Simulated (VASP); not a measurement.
Ru:

```
CELL_PARAMETERS angstrom
0.00000 1.86763 1.86763
1.86763 0.00000 1.86763
1.86763 1.86763 0.00000
ATOMIC_POSITIONS crystal
Ru 0.00000 0.00000 0.00000
```

This cell differs from its parent crystal: volume scaled by 0.96.

Base run:

```yaml
Program: VASP 6.6.1
Functional: r2SCAN
Potentials_or_basis: VASP PAW PBE potentials, release 64 (Ru_pv)
Cutoff: 520 eV
k_mesh: 16 × 16 × 16
Occupations: fermi-dirac, width 0.1 eV
Spin: no spin polarisation
```

Its results: band gap on the k mesh zero (band 7 reaches 15.93 eV, above the bottom of band 8 at 11.91 eV); pressure 16.5 GPa.

Q: The run is repeated on the same cell with these changes: potentials or basis from VASP PAW PBE potentials, release 64 (Ru_pv) to VASP PAW PBE potentials, release 64 (Ru_sv); cutoff from 520 eV to 660 eV; further incar settings from ALGO = Normal; EDIFF = 1e-06; NBANDS = 13 to ALGO = Normal; EDIFF = 1e-06; NBANDS = 14; valence electrons from 14 to 16. What comes out?

A: Band gap on the k mesh zero (band 8 reaches 18.33 eV, above the bottom of band 9 at 14.32 eV); pressure 14.9 GPa.

Caveats: the PAW data sets were made with another functional, which shifts forces and pressure a little.
